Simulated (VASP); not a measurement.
Set up this calculation in VASP 6.6.1, as the native input.

| Item | Value |
| --- | --- |
| Task | relaxation of cell and atoms |
| Functional | LDA |
| Potentials or basis | VASP PAW LDA potentials, release 64 (Ti_sv) |
| Cutoff | 600 eV |
| k mesh | 18 × 18 × 10 |
| Occupations | gaussian, width 0.1 eV |
| Spin | no spin polarisation |
| Dipole correction | no |
| Further INCAR settings | ALGO = Fast; EDIFF = 1e-06; IBRION = 2; EDIFFG = -0.005; NSW = 100; ISIF = 3 |

The structure of Ti lies in POSCAR:

```
Ti
1.0
    2.8676284263      0.0000000000      0.0000000000
   -1.4338142131      2.4834390658      0.0000000000
    0.0000000000      0.0000000000      4.5228423497
Ti
2
Direct
    0.3333333333      0.6666666667      0.2500000000
    0.6666666667      0.3333333333      0.7500000000
```

These files were run (other wordings do the same):

INCAR

```
SYSTEM = Ti
ALGO = Fast
EDIFF = 1E-6
EDIFFG = -0.005
ENCUT = 600
GGA = CA
IBRION = 2
ISIF = 3
ISMEAR = 0
LASPH = .True.
LCHARG = .False.
LREAL = .False.
LWAVE = .False.
NELM = 80
NSW = 100
PREC = Accurate
SIGMA = 0.1
```

KPOINTS

```
k-points
0
Gamma
  18 18 10
  0 0 0
```

Potentials or basis: VASP PAW LDA potentials, release 64 (Ti_sv).

Run with:

```bash
$ cat potpaw_LDA.64/Ti_sv/POTCAR > POTCAR
$ mpirun -np 1 vasp_std > vasp.out
```

Results of the run:

* Relaxed volume: 16.08 Å³/atom
* Relaxed cell: a = 2.862 Å, b = 2.862 Å, c = 4.533 Å, α = 90.00°, β = 90.00°, γ = 120.00°
* Space group after relaxing (to 0.1 Å): P6_3/mmc (No. 194)
* Energy gained by relaxing: 0.1 meV/atom
* Ionic steps: 9
* Pressure after relaxing: 0.0 GPa
* Band gap on the k mesh: zero (bands 12 and 13 overlap by 1.15 eV)

It took 18 min on 1 thread of Intel Xeon 8259CL, with other jobs on the host, peak memory 0.25 GiB.
